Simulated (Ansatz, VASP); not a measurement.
One calculation of B, two programs

```
CELL_PARAMETERS angstrom
2.86281 0.00000 0.00000
-1.43140 2.47926 0.00000
0.00000 0.00000 2.82585
ATOMIC_POSITIONS crystal
B 0.00000 0.00000 0.00000
B 0.33333 0.66667 0.50000
B 0.66667 0.33333 0.50000
```

Alike in both runs: functional PBE; k mesh 11 × 11 × 15; occupations fermi-dirac, width 0.1 eV; no spin polarisation.

Ansatz relaxed the structure, and its values are those at the end. VASP's run is a single point on that final structure, the one shown.

|  | VASP | Ansatz |
| --- | --- | --- |
| version | VASP 6.6.1 | Ansatz 0.2.0 |
| potentials or method | VASP PAW PBE potentials, release 64 (B), cutoff 520 eV | plane waves (420 eV) with PAW, scalar-relativistic |
| valence electrons in the cell | 9 | 9 |

|  | VASP | Ansatz | Ansatz less VASP |
| --- | --- | --- | --- |
| pressure (GPa) | 0.0 | 0.0 | 0.00 |
